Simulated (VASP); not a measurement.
**Sc: single point with PBE**

Sc:

```
Sc
1.0
     2.53685    0.00000    0.00000
    -1.26843    2.19698    0.00000
     0.00000    0.00000    2.36509
Sc
1
Direct
  0.00000 0.00000 0.00000
```

This cell differs from its parent crystal: volume scaled by 0.52.

```yaml
Program: VASP 6.6.1
Task: single point
Functional: PBE
Potentials_or_basis: VASP PAW PBE potentials, release 64 (Sc_sv)
Cutoff: 520 eV
k_mesh: 15 × 15 × 14
Occupations: fermi-dirac, width 0.1 eV
Spin: no spin polarisation
Dipole_correction: no
Further_INCAR_settings: ALGO = Normal; EDIFF = 1e-07; NBANDS = 12
```

* Pressure: 77.5 GPa

Stress tensor (GPa, compression positive):
```
77.22  0.00  0.00
 0.00 77.22  0.00
 0.00  0.00 77.97
```

Levels at points of the mesh, in eV from the Fermi level:
```tsv
k point	band 3	band 4	band 5	band 6	band 7	band 8	band 9	band 10
(0.00, 0.00, 0.00)	-25.80	-25.74	-5.06	-1.36	2.21	2.21	7.60	7.60
(0.00, 0.00, 0.50)	-25.49	-25.49	-0.64	1.57	3.27	3.27	4.15	4.15
```

Wall time 22 s on 1 thread of Intel(R) Xeon(R) Platinum 8259CL CPU @ 2.50GHz (Skylake/Cascade Lake) (shared host), peak memory 0.15 GiB.
